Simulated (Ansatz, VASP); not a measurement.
One calculation of Cs, two programs

```
CELL_PARAMETERS angstrom
-1.24834 3.43293 3.43293
3.43293 -1.24834 3.43293
3.43293 3.43293 -1.24834
ATOMIC_POSITIONS crystal
Cs 0.00000 0.00000 0.00000
```

Alike in both runs: task single point; functional PBEsol; k mesh 12 × 12 × 12; occupations gaussian, width 0.15 eV; no spin polarisation.

|  | VASP | Ansatz |
| --- | --- | --- |
| version | VASP 6.6.1 | Ansatz 0.2.0 |
| potentials or method | VASP PAW PBE potentials, release 64 (Cs_sv), cutoff 520 eV | scalar-relativistic, plane waves, PAW |
| valence electrons in the cell | 9 | 9 |

```tsv
	VASP	Ansatz	Ansatz less VASP
gap on the k mesh at the Fermi level (eV)	none	none	-
pressure (GPa)	-0.1	-0.1	+0.01
traceless stress, the component that is largest in VASP (GPa)	0.09	0.09	0.000
```

VASP's potentials were made for PBE, not for PBEsol. A gap of «none» marks a metal or a gap that the smearing closes.

Neither program's run includes spin-orbit coupling.
